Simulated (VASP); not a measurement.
## Mg: single point with PBE+D3(BJ)

Mg:

```
Mg
1.0
    -1.83599    1.83599    1.67940
     1.83599   -1.83599    1.67940
     1.83599    1.83599   -1.67940
Mg
1
Direct
  0.00000 0.00000 0.00000
```

* Program: VASP 6.6.1
* Task: single point
* Functional: PBE
* Dispersion: D3(BJ)
* Potentials or basis: VASP PAW PBE potentials, release 64 (Mg)
* Cutoff: 600 eV
* k mesh: 2 × 2 × 2
* Occupations: gaussian, width 0.1 eV
* Spin: collinear spin
* Starting moments: [0.37] μB

| Item | Value |
| --- | --- |
| Net moment | 0.75 μB per cell |
| Site moments | Mg +0.11 μB |
| Valence electrons inside the program's atomic spheres | Mg 0.16 |
| Dispersion energy per atom | -0.288 eV |

Levels at points of the mesh, in eV from the Fermi level:
Spin up:
```tsv
k point	band 1	band 2	band 3	band 4	band 5	band 6
(0.00, 0.00, 0.00)	-5.66	13.37	15.23	15.23	15.42	15.76
(0.50, 0.00, 0.00)	-0.05	0.71	9.54	10.41	11.07	12.75
(0.50, 0.50, 0.00)	-0.41	0.01	11.20	11.91	12.86	13.43
(0.50, 0.50, 0.50)	4.59	4.59	4.93	5.39	6.75	9.45
```
Spin down:
| k point | band 1 | band 2 | band 3 | band 4 | band 5 |
| --- | --- | --- | --- | --- | --- |
| (0.00, 0.00, 0.00) | -4.39 | 14.37 | 16.11 | 16.11 | 16.22 |
| (0.50, 0.00, 0.00) | 1.43 | 1.73 | 10.95 | 11.03 | 12.30 |
| (0.50, 0.50, 0.00) | 1.01 | 1.10 | 12.46 | 12.50 | 14.06 |
| (0.50, 0.50, 0.50) | 5.68 | 5.68 | 6.61 | 7.04 | 7.74 |

Wall time 15 s on 1 thread of Intel Xeon 8259CL (shared host), peak memory 0.17 GiB.

Caveat: the k points lie up to 1.27 Å⁻¹ apart; the cell carries a net charge on a neutralising background, which shifts energy and pressure; the cell is charged against a uniform background, so pressure and absolute levels hang on convention.
